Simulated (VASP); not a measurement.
# Ir (Fm-3m) in VASP: notebook, part 2 of 2

VASP 6.6.1.

### Step 5. Single point, r2SCAN

File POSCAR:

```
Ir
1.0
    0.0000000000      1.9228496764      1.9228496764
    1.9228496764      0.0000000000      1.9228496764
    1.9228496764      1.9228496764      0.0000000000
Ir
1
Direct
    0.0000000000      0.0000000000      0.0000000000
```

File INCAR.step1:

```
SYSTEM = Ir
PREC = Accurate
ENCUT = 550
ISMEAR = -1
SIGMA = 1.0
LREAL = .False.
LASPH = .True.
NELM = 120
NBANDS = 14
GGA = PE
ALGO = Normal
EDIFF = 1E-5
LWAVE = .True.
LCHARG = .False.
GGA_COMPAT = .False.
```

File INCAR.step2:

```
SYSTEM = Ir
PREC = Accurate
ENCUT = 550
EDIFF = 1E-6
ISMEAR = -1
SIGMA = 1.0
LREAL = .False.
LASPH = .True.
NELM = 120
ALGO = Normal
ISIF = 2
LWAVE = .False.
LCHARG = .True.
METAGGA = R2SCAN
LMIXTAU = .True.
LELF = .True.
LVHAR = .True.
NBANDS = 14
ISTART = 1
GGA_COMPAT = .False.
```

File KPOINTS:

```
Automatic mesh
0
Gamma
  14 14 14
  0 0 0
```

Potentials or basis: VASP PAW PBE potentials, release 64 (Ir_sv_GW).

Started as:

```
> cat potpaw_PBE.64/Ir_sv_GW/POTCAR > POTCAR
> cp INCAR.step1 INCAR
> mpirun -np 1 vasp_std > vasp.out
> cp INCAR.step2 INCAR
> mpirun -np 1 vasp_std > vasp.out
```

OUTCAR:

```text
SYSTEM = Ir
   PREC = Accurate
   ENCUT = 550
   EDIFF = 1E-6
   ISMEAR = -1
   LREAL = .False.
   LASPH = .True.
   NELM = 120
   ISIF = 2
   METAGGA = R2SCAN
   ISTART = 1

 ion  position               nearest neighbor table
   1  0.000  0.000  0.000-

  LATTYP: Found a face centered cubic cell.
 ALAT       =     3.8456993528

  Lattice vectors:

 A1 = (   0.0000000000,   1.9228496764,   1.9228496764)
 A2 = (   1.9228496764,   0.0000000000,   1.9228496764)
 A3 = (   1.9228496764,   1.9228496764,   0.0000000000)

Analysis of symmetry for initial positions (statically):
=====================================================================
 Subroutine PRICEL returns:
 Original cell was already a primitive cell.

 Routine SETGRP: Setting up the symmetry group for a
 face centered cubic supercell.

 Subroutine GETGRP returns: Found 48 space group operations
 (whereof 48 operations were pure point group operations)
 out of a pool of 48 trial point group operations.

The static configuration has the point symmetry O_h .

Analysis of symmetry for dynamics (positions and initial velocities):
=====================================================================
 Subroutine PRICEL returns:
 Original cell was already a primitive cell.

 Routine SETGRP: Setting up the symmetry group for a
 face centered cubic supercell.

 Subroutine GETGRP returns: Found 48 space group operations
 (whereof 48 operations were pure point group operations)
 out of a pool of 48 trial point group operations.

The dynamic configuration has the point symmetry O_h .

 Subroutine INISYM returns: Found 48 space group operations
 (whereof 48 operations are pure point group operations),
 and found     1 'primitive' translations

----------------------------------------------------------------------------------------

                                     Primitive cell

  volume of cell :      14.2189

[... 112 lines left out ...]
   LHFCALC =     F    Hartree Fock is set to
   AEXX    =    0.0000 exact exchange contribution
   IVDW    =     0    specifies the selected vdW correction
   LEPSILON=     F    determine dielectric tensor
   LRPA    =     F    only Hartree local field effects (RPA)
 non-spin polarized calculation
  energy-cutoff  :      550.00
  volume of cell :       14.22
 maximum number of plane-waves:       444
 NGX is ok and might be reduce to    24
   NGX = 11   NGY = 11   NGZ = 11

 number of electron      17.0000000 magnetization

 Free energy of the ion-electron system (eV)
  ---------------------------------------------------
  ext. energy  EPLUGINS =         0.00000000
  ---------------------------------------------------
  free energy    TOTEN  =       -54.37997553 eV

  energy without entropy =      -51.59796853  energy(sigma->0) =      -52.98897203

 E-fermi :  12.7081     XC(G=0): -15.8355

 val. band max:       12.6900203062   @ k =   0.3571   0.0000   0.0000
 cond. band min:      12.7269863326   @ k =  -0.2857   0.3571   0.0714
 fundamental gap:      0.0369660264
 Fermi energy:        12.7080742785

 k-point     1 :       0.0000    0.0000    0.0000
  band No.  band energies     occupation
      1     -82.2593      2.00000
      2     -38.0993      2.00000
      3     -38.0993      2.00000
      4     -38.0993      2.00000
      5       1.1377      1.99998
      6       8.6829      1.96491
      7       8.6829      1.96491
      8       8.6829      1.96491
      9      11.4043      1.57293
     10      11.4043      1.57293
     11      26.8457      0.00000
     12      32.6041      0.00000
     13      32.6041      0.00000
     14      32.6041      0.00000
[... 377 lines left out ...]
      1     -82.2163      2.00000
      2     -38.5209      2.00000
      3     -38.2172      2.00000
      4     -38.2078      2.00000
      5       4.0018      1.99967
      6       7.2623      1.99141
      7       9.0233      1.95102
      8       9.8187      1.89464
      9      11.1971      1.63842
     10      12.3905      1.15747
     11      27.9947      0.00000
     12      30.6857      0.00000
     13      33.1578      0.00000
     14      34.0085      0.00000

 [... further k-points ...]

------------------------ aborting loop because EDIFF is reached ----------------------------------------

  FORCE on cell =-STRESS in cart. coord.  units (eV):
  Direction    XX          YY          ZZ          XY          YZ          ZX
  --------------------------------------------------------------------------------------
  -------------------------------------------------------------------------------------
  Total        1.8454238      1.8454238      1.8454238      0.0000000      0.0000000      0.0000000
  in kB      207.9412711    207.9412711    207.9412711      0.0000000      0.0000000      0.0000000
  external PRESSURE =     207.9412711 kB  Pullay stress =       0.0000000 kB

 VOLUME and BASIS-vectors are now :
 -----------------------------------------------------------------------------
  energy-cutoff  :      550.00
  volume of cell :       14.22
      direct lattice vectors                 reciprocal lattice vectors
     0.000000000  1.922849676  1.922849676    -0.260030727  0.260030727  0.260030727
     1.922849676  0.000000000  1.922849676     0.260030727 -0.260030727  0.260030727
     1.922849676  1.922849676  0.000000000     0.260030727  0.260030727 -0.260030727

 POSITION                                       TOTAL-FORCE (eV/Angst)
 -----------------------------------------------------------------------------------
      0.00000      0.00000      0.00000        -0.000000     -0.000000     -0.000000
 -----------------------------------------------------------------------------------
    total drift:                                0.000000      0.000000     -0.000000

  FREE ENERGIE OF THE ION-ELECTRON SYSTEM (eV)
  ---------------------------------------------------
  free  energy   TOTEN  =       -54.3799755286 eV

  energy  without entropy=      -51.5979685254  energy(sigma->0) =      -52.98897203
```

OUTCAR.step1:

```text
SYSTEM = Ir
   PREC = Accurate
   ENCUT = 550
   ISMEAR = -1
   LREAL = .False.
   LASPH = .True.
[... 625 lines left out ...]
 -----------------------------------------------------------------------------------
      0.00000      0.00000      0.00000         0.000000      0.000000     -0.000000
 -----------------------------------------------------------------------------------
    total drift:                                0.000000     -0.000000     -0.000000

  FREE ENERGIE OF THE ION-ELECTRON SYSTEM (eV)
  ---------------------------------------------------
  free  energy   TOTEN  =       -10.9426689762 eV

  energy  without entropy=       -8.0739856106  energy(sigma->0) =       -9.50832729
```

Run time: 28 s. Hardware: 1 thread of Intel Xeon 6975P-C (Granite Rapids), shared host; peak memory 0.17 GiB.

What came out:

| Property | Result |
| --- | --- |
| Free energy | -54.3800 eV |
| Pressure | 20.8 GPa |

Levels at points of the mesh, in eV from the Fermi level:
```tsv
k point	band 6	band 7	band 8	band 9	band 10	band 11	band 12	band 13
(0.00, 0.00, 0.00)	-4.03	-4.03	-4.03	-1.30	-1.30	14.14	19.90	19.90
(0.50, 0.00, 0.00)	-4.17	-4.17	-0.83	0.90	0.90	7.58	13.85	19.89
(0.50, 0.50, 0.00)	-7.64	0.82	1.53	1.53	1.66	10.98	11.92	11.92
```

Caveat: the PAW data sets were made with another functional, which shifts forces and pressure a little; spin-orbit coupling is left out, which moves the levels of the heavy elements.

### Step 6. Single point, r2SCAN

POSCAR is that of step 5.

File INCAR.step1:

```
PREC = Accurate
ENCUT = 550
ISMEAR = -1
SIGMA = 0.01
LREAL = F
LASPH = T
NELM = 120
NBANDS = 14
GGA = PE
ALGO = Normal
EDIFF = 1E-5
LWAVE = T
LCHARG = F
GGA_COMPAT = F
```

File INCAR.step2:

```
PREC = Accurate
ENCUT = 550
EDIFF = 1E-6
ISMEAR = -1
SIGMA = 0.01
LREAL = F
LASPH = T
NELM = 120
ALGO = Normal
ISIF = 2
LWAVE = F
LCHARG = F
METAGGA = R2SCAN
LMIXTAU = T
NBANDS = 14
ISTART = 1
GGA_COMPAT = F
```

File KPOINTS:

```
regular mesh
0
Gamma
  14 14 14
```

Potentials or basis: VASP PAW PBE potentials, release 64 (Ir_sv_GW).

Started as:

```
> cat potpaw_PBE.64/Ir_sv_GW/POTCAR > POTCAR
> cp INCAR.step1 INCAR
> mpirun -np 1 vasp_std > vasp.out
> cp INCAR.step2 INCAR
> mpirun -np 1 vasp_std > vasp.out
```

OUTCAR:

```text
PREC = Accurate
   ENCUT = 550
   EDIFF = 1E-6
   ISMEAR = -1
   LREAL = F
   LASPH = T
   NELM = 120
   ISIF = 2
   METAGGA = R2SCAN
   ISTART = 1

 ion  position               nearest neighbor table
   1  0.000  0.000  0.000-

  LATTYP: Found a face centered cubic cell.
 ALAT       =     3.8456993528

  Lattice vectors:

 A1 = (   0.0000000000,   1.9228496764,   1.9228496764)
 A2 = (   1.9228496764,   0.0000000000,   1.9228496764)
 A3 = (   1.9228496764,   1.9228496764,   0.0000000000)

Analysis of symmetry for initial positions (statically):
=====================================================================
 Subroutine PRICEL returns:
 Original cell was already a primitive cell.

 Routine SETGRP: Setting up the symmetry group for a
 face centered cubic supercell.

 Subroutine GETGRP returns: Found 48 space group operations
 (whereof 48 operations were pure point group operations)
 out of a pool of 48 trial point group operations.

The static configuration has the point symmetry O_h .

Analysis of symmetry for dynamics (positions and initial velocities):
=====================================================================
 Subroutine PRICEL returns:
 Original cell was already a primitive cell.

 Routine SETGRP: Setting up the symmetry group for a
 face centered cubic supercell.

 Subroutine GETGRP returns: Found 48 space group operations
 (whereof 48 operations were pure point group operations)
 out of a pool of 48 trial point group operations.

The dynamic configuration has the point symmetry O_h .

 Subroutine INISYM returns: Found 48 space group operations
 (whereof 48 operations are pure point group operations),
 and found     1 'primitive' translations

----------------------------------------------------------------------------------------

                                     Primitive cell
[... 114 lines left out ...]
   METAGGA = R2SCAN    functional components
   LHFCALC =     F    Hartree Fock is set to
   AEXX    =    0.0000 exact exchange contribution
   IVDW    =     0    specifies the selected vdW correction
   LEPSILON=     F    determine dielectric tensor
   LRPA    =     F    only Hartree local field effects (RPA)
 non-spin polarized calculation
  energy-cutoff  :      550.00
  volume of cell :       14.22
 maximum number of plane-waves:       444
 NGX is ok and might be reduce to    24
   NGX = 11   NGY = 11   NGZ = 11

 number of electron      17.0000000 magnetization

 Free energy of the ion-electron system (eV)
  ---------------------------------------------------
  ext. energy  EPLUGINS =         0.00000000
  ---------------------------------------------------
  free energy    TOTEN  =       -52.89250452 eV

  energy without entropy =      -52.89201841  energy(sigma->0) =      -52.89226146

 E-fermi :  12.4514     XC(G=0): -15.8611

 val. band max:       12.4382078122   @ k =   0.3571   0.2143   0.0000
 cond. band min:      12.4521129636   @ k =   0.4286   0.2857   0.0714
 fundamental gap:      0.0139051514
 Fermi energy:        12.4514235707

 k-point     1 :       0.0000    0.0000    0.0000
  band No.  band energies     occupation
      1     -82.4625      2.00000
      2     -38.2736      2.00000
      3     -38.2736      2.00000
      4     -38.2736      2.00000
      5       1.1213      2.00000
      6       8.5998      2.00000
      7       8.5998      2.00000
      8       8.5998      2.00000
      9      11.2835      2.00000
     10      11.2835      2.00000
     11      26.8430      0.00000
     12      32.6175      0.00000
     13      32.6175      0.00000
     14      32.6175      0.00000
[... 377 lines left out ...]
      1     -82.4197      2.00000
      2     -38.6922      2.00000
      3     -38.3908      2.00000
      4     -38.3814      2.00000
      5       3.9788      2.00000
      6       7.1930      2.00000
      7       8.9329      2.00000
      8       9.7288      2.00000
      9      11.1042      2.00000
     10      12.2738      2.00000
     11      28.0181      0.00000
     12      30.6583      0.00000
     13      33.1297      0.00000
     14      34.0026      0.00000

 [... further k-points ...]

------------------------ aborting loop because EDIFF is reached ----------------------------------------

  FORCE on cell =-STRESS in cart. coord.  units (eV):
  Direction    XX          YY          ZZ          XY          YZ          ZX
  --------------------------------------------------------------------------------------
  -------------------------------------------------------------------------------------
  Total       -0.2114871     -0.2114871     -0.2114871     -0.0000000      0.0000000     -0.0000000
  in kB      -23.8302378    -23.8302378    -23.8302378     -0.0000000      0.0000000     -0.0000000
  external PRESSURE =     -23.8302378 kB  Pullay stress =       0.0000000 kB

 VOLUME and BASIS-vectors are now :
 -----------------------------------------------------------------------------
  energy-cutoff  :      550.00
  volume of cell :       14.22
      direct lattice vectors                 reciprocal lattice vectors
     0.000000000  1.922849676  1.922849676    -0.260030727  0.260030727  0.260030727
     1.922849676  0.000000000  1.922849676     0.260030727 -0.260030727  0.260030727
     1.922849676  1.922849676  0.000000000     0.260030727  0.260030727 -0.260030727

 POSITION                                       TOTAL-FORCE (eV/Angst)
 -----------------------------------------------------------------------------------
      0.00000      0.00000      0.00000         0.000000      0.000000      0.000000
 -----------------------------------------------------------------------------------
    total drift:                                0.000000      0.000000     -0.000000

  FREE ENERGIE OF THE ION-ELECTRON SYSTEM (eV)
  ---------------------------------------------------
  free  energy   TOTEN  =       -52.8925045154 eV

  energy  without entropy=      -52.8920184098  energy(sigma->0) =      -52.89226146
```

Wall time 51 s (1 thread of Intel Xeon 6975P-C (Granite Rapids), shared host); peak memory 0.16 GiB.

What came out:

```yaml
Free_energy: -52.8925 eV
Pressure: -2.4 GPa
```

Caveat: the PAW data sets were made with another functional, which shifts forces and pressure a little; spin-orbit coupling is left out, which moves the levels of the heavy elements.

### Step 7. Summary

```csv
k mesh,smearing,gap on the mesh (eV),pressure (GPa)
14 × 14 × 14,gaussian 0.01 eV,none,-2.5
5 × 5 × 5,fermi-dirac 0.1 eV,none,2.4
14 × 14 × 14,gaussian 0.2 eV,none,-2.3
14 × 14 × 14,fermi-dirac 1 eV,none,20.8
14 × 14 × 14,fermi-dirac 0.01 eV,none,-2.4
```

Alike in all rows: task single point; level r2SCAN; potentials or basis VASP PAW PBE potentials, release 64 (Ir_sv_GW); no spin polarisation; cell as given; cutoff (eV) 550.

Caveats: some runs use coarse meshes; the PAW data sets were made with another functional, which shifts forces and pressure a little; spin-orbit coupling is left out, which moves the levels of the heavy elements.

Total energies depend on the potentials used, so only differences within one code and one set of settings carry meaning.
